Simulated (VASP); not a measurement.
Sb:

```
Sb
1.0
     2.15420    1.24373    3.75800
    -2.15420    1.24373    3.75800
     0.00000   -2.48746    3.75800
Sb
2
Direct
  0.76651 0.76651 0.76651
  0.23349 0.23349 0.23349
```

```yaml
Program: VASP 6.6.1
Task: relaxation of cell and atoms
Functional: RPBE
Dispersion: D3(BJ)
Potentials_or_basis: VASP PAW PBE potentials, release 64 (Sb)
Cutoff: 600 eV
k_mesh: 8 × 8 × 8
Occupations: fermi-dirac, width 0.05 eV
Spin: no spin polarisation
```

At the start: pressure -12.1 GPa; volume 30.21 Å³/atom.

Problem. Where does the relaxation end?

Solution. Over 23 steps the energy falls by 415.9 meV/atom and the volume is 23.16 Å³/atom (-23.3 %); space group R-3m (No. 166, to 0.1 Å) before and after.

The path:
```
step  energy change (eV)  largest force (eV/Å)  pressure (GPa)  volume (Å³)
   1              0.0000                0.3048          -12.12        60.41
   2             -0.1969                3.3119           19.37        42.56
   3             -0.5218                1.8469            0.29        49.26
   4             -0.7471                0.9658            1.91        46.44
   5             -0.7582                0.0565            7.96        43.80
   6             -0.7854                0.5861            4.05        45.14
   7             -0.7866                0.4443            4.80        44.82
   8             -0.7829                0.0830           -4.92        48.87
   9             -0.8209                0.1120           -0.40        46.69
  10             -0.8209                0.1170           -0.31        46.65
  11             -0.8226                0.0441           -0.02        46.51
  12             -0.8233                0.0293            0.28        46.38
  13             -0.8247                0.0712           -0.06        46.50
  14             -0.8257                0.1742           -0.85        46.78
  15             -0.8259                0.1409           -0.60        46.69
  16             -0.8266                0.1490           -0.57        46.67
  17             -0.8280                0.1733           -0.46        46.58
  18             -0.8283                0.2116           -0.13        46.40
  19             -0.8285                0.1980           -0.26        46.48
  20             -0.8296                0.1644           -0.10        46.40
  21             -0.8312                0.0769            0.33        46.20
  22             -0.8314                0.0389            0.53        46.12
  23             -0.8319                0.0025            0.03        46.31
```

Final structure:
```xyz
2
Lattice="1.9587 1.1308 3.4850 -1.9587 1.1308 3.4850 0.0000 -2.2617 3.4850" Properties=species:S:1:pos:R:3 pbc="T T T"
Sb    0.0000    0.0000    7.8414
Sb    0.0000    0.0000    2.6136
```

Caveat: the volume moved by over 15 % at a fixed basis, so the end points are rough; the PAW data sets were made with another functional, which shifts forces and pressure a little.
